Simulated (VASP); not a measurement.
A run of VASP 6.6.1:

Contents of POSCAR:

```
Ba
1.0
    1.8865625000     -3.6133437500      0.0000000000
    2.0234375000      3.6866562500      0.0000000000
    0.0000000000      0.0000000000      5.7000000000
Ba
1
Direct
    0.0000000000      0.0000000000      0.0000000000
```

File INCAR.step1:

```
PREC = Accurate ; ENCUT = 520
ISMEAR = 0 ; SIGMA = 0.15
LREAL = False ; LASPH = True
NELM = 100 ; NBANDS = 11
GGA = PE ; ALGO = Normal
EDIFF = 1E-4 ; LWAVE = True
LCHARG = False
```

Contents of INCAR.step2:

```
PREC = Accurate ; ENCUT = 520
EDIFF = 1E-7 ; ISMEAR = 0
SIGMA = 0.15 ; LREAL = False
LASPH = True ; NELM = 100
ALGO = Normal ; ISIF = 2
LWAVE = False ; LCHARG = False
METAGGA = R2SCAN ; LMIXTAU = True
NBANDS = 11 ; ISTART = 1
```

The input KPOINTS:

```
regular mesh
0
Gamma
  14 14 8
```

Potentials or basis: VASP PAW PBE potentials, release 64 (Ba_sv).

Launch:

```console
$ cat potpaw_PBE.64/Ba_sv/POTCAR > POTCAR
$ cp INCAR.step1 INCAR
$ mpirun -np 1 vasp_std > vasp.out
$ cp INCAR.step2 INCAR
$ mpirun -np 1 vasp_std > vasp.out
```

Hardware: 1 thread of AMD EPYC 9R45 (Zen 5), on a shared host.

**Question.** How long does it take, and how much memory?

**Answer.** It took 18 min on 1 thread of AMD EPYC 9R45 (Zen 5), with other jobs on the host, peak memory 0.52 GiB. Counts: k points 500.
